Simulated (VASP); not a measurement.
# WS2 (P6_3/mmc) in VASP: notebook

The runs below take WS2 through single point, with PBE+D3(BJ), PBE+D4.

Everything below comes from runs of VASP 6.6.1. Logs are shortened: lines on timing, memory, paths and dates and some standing lists are left out, and cuts for length are marked.

### 1 The cell of the first run

Symmetry: P6_3/mmc, No. 194, hexagonal system. Conventional cell: a = 3.154 Å, b = 3.154 Å, c = 12.143 Å, α = 90.00°, β = 90.00°, γ = 120.00°. W (site symmetry -6m2) has 6 S at 2.41 Å and 6 W at 3.15 Å within 3.2 Å. Within 3.2 Å of S (site symmetry 3m) lie 3 W at 2.41 Å and 7 S at 3.15 Å.

### 2 Single point, PBE+D3(BJ)

Input file INCAR:

```
SYSTEM = WS2
  PREC = Accurate
  ENCUT = 520
  EDIFF = 1E-6
  ISMEAR = -1
  SIGMA = 0.05
  LREAL = .FALSE.
  LASPH = .TRUE.
  NELM = 100
  ALGO = Normal
  ISIF = 2
  LWAVE = .FALSE.
  LCHARG = .TRUE.
  GGA = PE
  IVDW = 12
  LELF = .TRUE.
  LVHAR = .TRUE.
  NBANDS = 35
```

Input file KPOINTS:

```
regular mesh
0
G
  10 10 3
  0 0 0
```

Input file POSCAR:

```
WS2
1.0
    3.1538121042      0.0000000000      0.0000000000
   -1.5769060521      2.7312814010      0.0000000000
    0.0000000000      0.0000000000     12.1432617094
W S
2 4
Direct
    0.6666666667      0.3333333333      0.7500000000
    0.3333333333      0.6666666667      0.2500000000
    0.6666666667      0.3333333333      0.3796920482
    0.3333333333      0.6666666667      0.8796920482
    0.6666666667      0.3333333333      0.1203079518
    0.3333333333      0.6666666667      0.6203079518
```

Potentials or basis: VASP PAW PBE potentials, release 64 (W_sv, S).

Launch:

```sh
$ cat potpaw_PBE.64/W_sv/POTCAR potpaw_PBE.64/S/POTCAR > POTCAR
$ mpirun -np 1 vasp_std > vasp.out
```

OUTCAR:

```text
SYSTEM = WS2
   PREC = Accurate
   ENCUT = 520
   EDIFF = 1E-6
   ISMEAR = -1
   LREAL = .FALSE.
   LASPH = .TRUE.
   NELM = 100
   ISIF = 2
   GGA = PE
   IVDW = 12
 IVDW          = 12

 ion  position               nearest neighbor table
   1  0.667  0.333  0.750-   4 2.41   6 2.41   4 2.41   6 2.41   4 2.41   6 2.41
   2  0.333  0.667  0.250-   3 2.41   5 2.41   3 2.41   5 2.41   3 2.41   5 2.41
   3  0.667  0.333  0.380-   2 2.41   2 2.41   2 2.41
   4  0.333  0.667  0.880-   1 2.41   1 2.41   1 2.41
   5  0.667  0.333  0.120-   2 2.41   2 2.41   2 2.41
   6  0.333  0.667  0.620-   1 2.41   1 2.41   1 2.41

  LATTYP: Found a hexagonal cell.
 ALAT       =     3.1538121042
 C/A-ratio  =     3.8503440624

  Lattice vectors:

 A1 = (   3.1538121042,   0.0000000000,   0.0000000000)
 A2 = (  -1.5769060521,   2.7312814010,   0.0000000000)
 A3 = (   0.0000000000,   0.0000000000,  12.1432617094)

Analysis of symmetry for initial positions (statically):
=====================================================================
 Subroutine PRICEL returns:
 Original cell was already a primitive cell.

 Routine SETGRP: Setting up the symmetry group for a
 hexagonal supercell.

 Subroutine GETGRP returns: Found 24 space group operations
 (whereof 12 operations were pure point group operations)
 out of a pool of 24 trial point group operations.

The static configuration has the point symmetry D_3d.
 The point group associated with its full space group is D_6h.

Analysis of symmetry for dynamics (positions and initial velocities):
=====================================================================
 Subroutine PRICEL returns:
 Original cell was already a primitive cell.

 Routine SETGRP: Setting up the symmetry group for a
 hexagonal supercell.

 Subroutine GETGRP returns: Found 24 space group operations
 (whereof 12 operations were pure point group operations)
 out of a pool of 24 trial point group operations.

The dynamic configuration has the point symmetry D_3d.
 The point group associated with its full space group is D_6h.

 Subroutine INISYM returns: Found 24 space group operations
 (whereof 12 operations are pure point group operations),
 and found     1 'primitive' translations

----------------------------------------------------------------------------------------

                                     Primitive cell

  volume of cell :     104.6014

  direct lattice vectors                    reciprocal lattice vectors
     3.153812104  0.000000000  0.000000000     0.317076594  0.183064257  0.000000000
    -1.576906052  2.731281401  0.000000000     0.000000000  0.366128514  0.000000000
     0.000000000  0.000000000 12.143261709     0.000000000  0.000000000  0.082350197

  length of vectors
     3.153812104  3.153812104 12.143261709     0.366128514  0.366128514  0.082350197

  position of ions in fractional coordinates (direct lattice)
     0.666666667  0.333333333  0.750000000
     0.333333333  0.666666667  0.250000000
     0.666666667  0.333333333  0.379692048
     0.333333333  0.666666667  0.879692048
     0.666666667  0.333333333  0.120307952
     0.333333333  0.666666667  0.620307952

  ion indices of the primitive-cell ions
   primitive index   ion index
                 1           1
                 2           2
                 3           3
                 4           4
                 5           5
                 6           6

----------------------------------------------------------------------------------------

 KPOINTS: regular mesh

Automatic generation of k-mesh.
 Grid dimensions read from file:
 generate k-points for:   10   10    3

 Generating k-lattice:

  Cartesian coordinates                     Fractional coordinates (reciprocal lattice)
     0.031707659  0.018306426  0.000000000     0.100000000  0.000000000  0.000000000
     0.000000000  0.036612851  0.000000000     0.000000000  0.100000000  0.000000000
     0.000000000  0.000000000  0.027450066     0.000000000  0.000000000  0.333333333

  Length of vectors
     0.036612851  0.036612851  0.027450066

  Shift w.r.t. Gamma in fractional coordinates (k-lattice)
     0.000000000  0.000000000  0.000000000

 Subroutine IBZKPT returns following result:
 ===========================================

 Found     28 irreducible k-points:

 Following reciprocal coordinates:
            Coordinates               Weight
  0.000000  0.000000  0.000000      1.000000
  0.100000  0.000000  0.000000      6.000000
  0.200000  0.000000  0.000000      6.000000
  0.300000  0.000000  0.000000      6.000000
  0.400000 -0.000000  0.000000      6.000000
  0.500000  0.000000  0.000000      3.000000
[... 16 lines left out ...]
  0.300000  0.100000  0.333333     24.000000
  0.400000  0.100000  0.333333     24.000000
 [... further k-points ...]
   k-points           NKPTS =     28   k-points in BZ     NKDIM =     28   number of bands    NBANDS=     35
[... 26 lines left out ...]
   ISMEAR =    -1;   SIGMA  =   0.05  broadening in eV -4-tet -1-fermi 0-gaus
   EFERMI_NEDOS =   21; number of points for ismear=-14 and -15
   IALGO  =     38    algorithm
   IMIX   =      4    mixing-type and parameters
     AMIX     =   0.40;   BMIX     =  1.00
     AMIX_MAG =   1.60;   BMIX_MAG =  1.00
  volume/ion in A,a.u.               =      17.43       117.65
  Fermi-wavevector in a.u.,A,eV,Ry     =   1.296871  2.450731 22.883286  1.681874
  Thomas-Fermi vector in A             =   2.428300
   LORBIT       =      0    0 simple, 1 ext, 2 COOP (PROOUT), +10 PAW based schemes
   GGA     = PE    functional components
   LHFCALC =     F    Hartree Fock is set to
   AEXX    =    0.0000 exact exchange contribution
   IVDW    =    12    specifies the selected vdW correction
   LEPSILON=     F    determine dielectric tensor
   LRPA    =     F    only Hartree local field effects (RPA)
 non-spin polarized calculation
  energy-cutoff  :      520.00
  volume of cell :      104.60
 maximum number of plane-waves:      2832
 NGX is ok and might be reduce to    24
   NGX = 11   NGY = 11   NGZ = 45

 number of electron      51.9999998 magnetization

 Free energy of the ion-electron system (eV)
  ---------------------------------------------------
  ext. energy  EPLUGINS =         0.00000000
  ---------------------------------------------------
  free energy    TOTEN  =       -47.18944662 eV

  energy without entropy =      -47.18944522  energy(sigma->0) =      -47.18944592

 E-fermi :   8.1653     XC(G=0): -11.0781

 val. band max:        7.7288760872   @ k =   0.0000   0.0000   0.0000
 cond. band min:       8.7071558385   @ k =   0.2000   0.2000   0.0000
 fundamental gap:      0.9782797512
 Fermi energy:         8.1653460394

 k-point     1 :       0.0000    0.0000    0.0000
  band No.  band energies     occupation
      1     -66.9190      2.00000
      2     -66.9190      2.00000
      3     -31.1766      2.00000
      4     -31.1765      2.00000
      5     -30.9983      2.00000
      6     -30.9983      2.00000
[... 27 lines left out ...]
     34      10.2428      0.00000
     35      12.4915      0.00000

 k-point     2 :       0.1000    0.0000    0.0000
  band No.  band energies     occupation
      1     -66.9172      2.00000
      2     -66.9172      2.00000
      3     -31.1701      2.00000
      4     -31.1701      2.00000
      5     -31.0340      2.00000
      6     -31.0340      2.00000
[... 27 lines left out ...]
     34      10.3423      0.00000
     35      13.2488      0.00000

 k-point     3 :       0.2000    0.0000    0.0000
  band No.  band energies     occupation
      1     -66.9124      2.00000
      2     -66.9124      2.00000
      3     -31.1532      2.00000
      4     -31.1532      2.00000
      5     -31.1265      2.00000
      6     -31.1265      2.00000
[... 27 lines left out ...]
     34      11.0294      0.00000
     35      14.4031      0.00000
[... 723 lines left out ...]
 k-point    23 :       0.3000    0.1000    0.3333
  band No.  band energies     occupation
      1     -66.9033      2.00000
      2     -66.9033      2.00000
      3     -31.2858      2.00000
      4     -31.2858      2.00000
      5     -31.1205      2.00000
      6     -31.1205      2.00000
[... 27 lines left out ...]
     34      11.9682      0.00000
     35      13.6335      0.00000

 k-point    24 :       0.4000    0.1000    0.3333
  band No.  band energies     occupation
      1     -66.9000      2.00000
      2     -66.9000      2.00000
      3     -31.3432      2.00000
      4     -31.3432      2.00000
      5     -31.1087      2.00000
      6     -31.1087      2.00000
[... 27 lines left out ...]
     34      11.7879      0.00000
     35      12.6996      0.00000

 [... further k-points ...]

------------------------ aborting loop because EDIFF is reached ----------------------------------------

 Edisp (eV)   -2.61067

 E8    (eV) :    -1.0971

  FORCE on cell =-STRESS in cart. coord.  units (eV):
  Direction    XX          YY          ZZ          XY          YZ          ZX
  --------------------------------------------------------------------------------------
  -------------------------------------------------------------------------------------
  Total      -0.00826    -0.00826    -0.03923     0.00000    -0.00000     0.00000
  in kB      -0.12659    -0.12659    -0.60082     0.00000    -0.00000     0.00000
  external pressure =       -0.28 kB  Pullay stress =        0.00 kB

 VOLUME and BASIS-vectors are now :
 -----------------------------------------------------------------------------
  energy-cutoff  :      520.00
  volume of cell :      104.60
      direct lattice vectors                 reciprocal lattice vectors
     3.153812104  0.000000000  0.000000000     0.317076594  0.183064257  0.000000000
    -1.576906052  2.731281401  0.000000000     0.000000000  0.366128514  0.000000000
     0.000000000  0.000000000 12.143261709     0.000000000  0.000000000  0.082350197

 POSITION                                       TOTAL-FORCE (eV/Angst)
 -----------------------------------------------------------------------------------
      1.57691      0.91043      9.10745         0.000000     -0.000000      0.000000
     -0.00000      1.82085      3.03582        -0.000000      0.000000      0.000000
      1.57691      0.91043      4.61070        -0.000000      0.000000      0.001132
     -0.00000      1.82085     10.68233         0.000000     -0.000000      0.001132
      1.57691      0.91043      1.46093         0.000000      0.000000     -0.001132
     -0.00000      1.82085      7.53256         0.000000     -0.000000     -0.001132
 -----------------------------------------------------------------------------------
    total drift:                               -0.000000      0.000000     -0.000000

  FREE ENERGIE OF THE ION-ELECTRON SYSTEM (eV)
  ---------------------------------------------------
  free  energy   TOTEN  =       -49.8001201721 eV

  energy  without entropy=      -49.8001187718  energy(sigma->0) =      -49.80011947
```

It took 47 s on 1 thread of Intel Xeon 6975P-C (Granite Rapids), shared host; peak memory 0.26 GiB.

Results:

- Free energy: -49.8001 eV
- Pressure: 0.0 GPa
- Band gap on the k mesh: 0.98 eV (least direct gap 2.15 eV)
- Dispersion energy per atom: -0.435 eV

Caveat: spin-orbit coupling is left out, which moves the levels of the heavy elements; an odd mesh through Γ misses points on the zone boundary, where band edges can lie.

### 3 Single point, PBE+D4

This run uses another cell than the first one, of 17.53 Å³/atom.

Input file INCAR:

```
SYSTEM = WS2
ALGO     = Normal         ! electronic algorithm
EDIFF    = 1E-6           ! SCF threshold, eV
ENCUT    = 520            ! plane-wave cutoff, eV
GGA      = PE             ! functional
ISIF     = 2              ! what is computed and relaxed
ISMEAR   = -1             ! smearing method
IVDW     = 13             ! dispersion correction
LASPH    = .True.         ! aspherical terms in the spheres
LCHARG   = .False.        ! write CHGCAR
LREAL    = .False.        ! projectors in reciprocal space
LWAVE    = .False.        ! write WAVECAR
NBANDS   = 35             ! bands
NELM     = 60             ! most SCF steps
PREC     = Accurate       ! precision mode
SIGMA    = 0.05           ! smearing width, eV
```

Input file KPOINTS:

```
k-points
0
Gamma
  10 10 3
  0 0 0
```

Input file POSCAR:

```
WS2
1.0
    3.1556250756      0.0000000000      0.0000000000
   -1.5778125378      2.7328514803      0.0000000000
    0.0000000000      0.0000000000     12.1983686714
W S
2 4
Direct
    0.6666666667      0.3333333333      0.7500000000
    0.3333333333      0.6666666667      0.2500000000
    0.6666666667      0.3333333333      0.3791144894
    0.3333333333      0.6666666667      0.8791144894
    0.6666666667      0.3333333333      0.1208855106
    0.3333333333      0.6666666667      0.6208855106
```

Potentials or basis: VASP PAW PBE potentials, release 64 (W_sv, S).

Launch:

```sh
$ cat potpaw_PBE.64/W_sv/POTCAR potpaw_PBE.64/S/POTCAR > POTCAR
$ mpirun -np 1 vasp_std > vasp.out
```

Run time: 46 s. Hardware: 1 thread of Intel Xeon 6975P-C (Granite Rapids), shared host; peak memory 0.26 GiB.

Results (log left out):

```yaml
Free_energy: -49.8970 eV
Pressure: 0.0 GPa
Largest_force: 0.006 eV/Å
Band_gap_on_the_k_mesh: 1.00 eV (least direct gap 2.15 eV)
Dispersion_energy_per_atom: -0.449 eV
```

Forces in eV/Å, atoms in the order of the input:
```
W    0.000  0.000  0.000
W    0.000  0.000  0.000
S    0.000  0.000 -0.006
S    0.000  0.000 -0.006
S    0.000  0.000  0.006
S    0.000  0.000  0.006
```

Levels at points of the mesh, in eV from the valence-band top:
```csv
k point,band 23,band 24,band 25,band 26,band 27,band 28,band 29,band 30
"(0.00, 0.00, 0.00)",-2.19,-1.45,-1.26,0.00,2.28,2.28,2.29,2.29
"(0.50, 0.00, 0.00)",-2.00,-1.77,-1.75,-1.54,2.30,2.35,2.56,2.89
```

Caveat: spin-orbit coupling is left out, which moves the levels of the heavy elements; an odd mesh through Γ misses points on the zone boundary, where band edges can lie.

### 4 Single point, PBE+D3(BJ)

This run uses another cell than the first one, of 17.64 Å³/atom.

Input file INCAR:

```
ALGO = Normal
EDIFF = 1E-7
ENCUT = 520
GGA = PE
ISIF = 2
ISMEAR = -1
IVDW = 12
LASPH = True
LCHARG = False
LREAL = False
LWAVE = False
NBANDS = 35
NELM = 80
PREC = Accurate
SIGMA = 0.05
```

Input file KPOINTS:

```
k-points
0
Gamma
  10 10 3
```

Input file POSCAR:

```
WS2
1.0
    3.1586513021      0.0000000000      0.0000000000
   -1.5793256511      2.7354722693      0.0000000000
    0.0000000000      0.0000000000     12.2487204784
W S
2 4
Direct
    0.6666666667      0.3333333333      0.7500000000
    0.3333333333      0.6666666667      0.2500000000
    0.6666666667      0.3333333333      0.3785329080
    0.3333333333      0.6666666667      0.8785329080
    0.6666666667      0.3333333333      0.1214670920
    0.3333333333      0.6666666667      0.6214670920
```

Launch:

```sh
$ cat potpaw_PBE.64/W_sv/POTCAR potpaw_PBE.64/S/POTCAR > POTCAR
$ mpirun -np 1 vasp_std > vasp.out
```

Wall time 45 s (1 thread of Intel Xeon 6975P-C (Granite Rapids), shared host); peak memory 0.27 GiB.

The run converged. Its results:

- Free energy: -49.7980 eV
- Pressure: -0.6 GPa
- Band gap on the k mesh: 1.03 eV (least direct gap 2.15 eV)
- Dispersion energy per atom: -0.430 eV

Forces in eV/Å, atoms in the order of the input:
```
W    0.000  0.000  0.000
W    0.000  0.000  0.000
S    0.000  0.000  0.003
S    0.000  0.000  0.003
S    0.000  0.000 -0.003
S    0.000  0.000 -0.003
```

Levels at points of the mesh, in eV from the valence-band top:
```csv
k point,band 23,band 24,band 25,band 26,band 27,band 28,band 29,band 30
"(0.00, 0.00, 0.00)",-2.18,-1.47,-1.23,0.00,2.28,2.28,2.30,2.30
"(0.50, 0.00, 0.00)",-1.99,-1.77,-1.73,-1.53,2.30,2.35,2.57,2.88
```

Caveat: three body term missing; spin-orbit coupling is left out, which moves the levels of the heavy elements; an odd mesh through Γ misses points on the zone boundary, where band edges can lie. PBE gaps usually lie below the measured ones, often by a third to a half.

### 5 Single point, PBE+D3(BJ)

This run uses another cell than the first one, of 18.24 Å³/atom.

Input file INCAR:

```
ALGO = Normal
EDIFF = 1E-7
ENCUT = 520
GGA = PE
ISIF = 2
ISMEAR = -1
IVDW = 12
LASPH = T
LCHARG = F
LREAL = F
LWAVE = F
NBANDS = 35
NELM = 80
PREC = Accurate
SIGMA = 0.05
```

KPOINTS is that of step 4.

Input file POSCAR:

```
WS2
1.0
    3.1800000000      0.0000000000      0.0000000000
   -1.5900000000      2.7539607840      0.0000000000
    0.0000000000      0.0000000000     12.5000000000
W S
2 4
Direct
    0.6666666667      0.3333333333      0.7500000000
    0.3333333333      0.6666666667      0.2500000000
    0.6666666667      0.3333333333      0.3750000000
    0.3333333333      0.6666666667      0.8750000000
    0.6666666667      0.3333333333      0.1250000000
    0.3333333333      0.6666666667      0.6250000000
```

Launch:

```sh
$ cat potpaw_PBE.64/W_sv/POTCAR potpaw_PBE.64/S/POTCAR > POTCAR
$ mpirun -np 1 vasp_std > vasp.out
```

Run time: 43 s. Hardware: 1 thread of Intel Xeon 6975P-C (Granite Rapids), shared host; peak memory 0.27 GiB.

It converged, with:

| Quantity | Value |
| --- | --- |
| Free energy | -49.7676 eV |
| Pressure | -1.6 GPa |
| Largest force | 0.138 eV/Å |
| Band gap on the k mesh | 1.14 eV (least direct gap 2.09 eV) |
| Dispersion energy per atom | -0.414 eV |

Forces in eV/Å, atoms in the order of the input:
```
W    0.000  0.000  0.000
W    0.000  0.000  0.000
S    0.000  0.000  0.138
S    0.000  0.000  0.138
S    0.000  0.000 -0.138
S    0.000  0.000 -0.138
```

Stress tensor (GPa, compression positive):
```
-2.16  0.00  0.00
 0.00 -2.16  0.00
 0.00  0.00 -0.38
```

Levels at points of the mesh, in eV from the valence-band top:
| k point | band 24 | band 25 | band 26 | band 27 | band 28 | band 29 |
| --- | --- | --- | --- | --- | --- | --- |
| (0.00, 0.00, 0.00) | -1.57 | -1.08 | 0.00 | 2.26 | 2.26 | 2.27 |
| (0.50, 0.00, 0.00) | -1.85 | -1.66 | -1.50 | 2.22 | 2.25 | 2.57 |

Caveat: three body term missing; spin-orbit coupling is left out, which moves the levels of the heavy elements; an odd mesh through Γ misses points on the zone boundary, where band edges can lie.

### 6 Summary

```tsv
level	cell	gap on the mesh (eV)	pressure (GPa)	largest force (eV/Å)
PBE+D3(BJ)	a = 3.154, b = 3.154, c = 12.143 Å, angles 90.0, 90.0, 120.0°, 6 atoms, atomic positions A	0.98	0.0	-
PBE+D4	a = 3.156, b = 3.156, c = 12.198 Å, angles 90.0, 90.0, 120.0°, 6 atoms, atomic positions A	1.00	0.0	0.01
PBE+D3(BJ)	a = 3.159, b = 3.159, c = 12.249 Å, angles 90.0, 90.0, 120.0°, 6 atoms, atomic positions B	1.03	-0.6	-
PBE+D3(BJ)	a = 3.180, b = 3.180, c = 12.500 Å, angles 90.0, 90.0, 120.0°, 6 atoms, atomic positions C	1.14	-1.6	0.14
```

Alike in all rows: task single point; potentials or basis VASP PAW PBE potentials, release 64 (W_sv, S); no spin polarisation; k mesh 10 × 10 × 3; cutoff (eV) 520; smearing fermi-dirac 0.05 eV.

Caveats: spin-orbit coupling is left out, which moves the levels of the heavy elements; an odd mesh through Γ misses points on the zone boundary, where band edges can lie; three body term missing (at least some runs).

Total energies depend on the potentials used, so only differences within one code and one set of settings carry meaning.
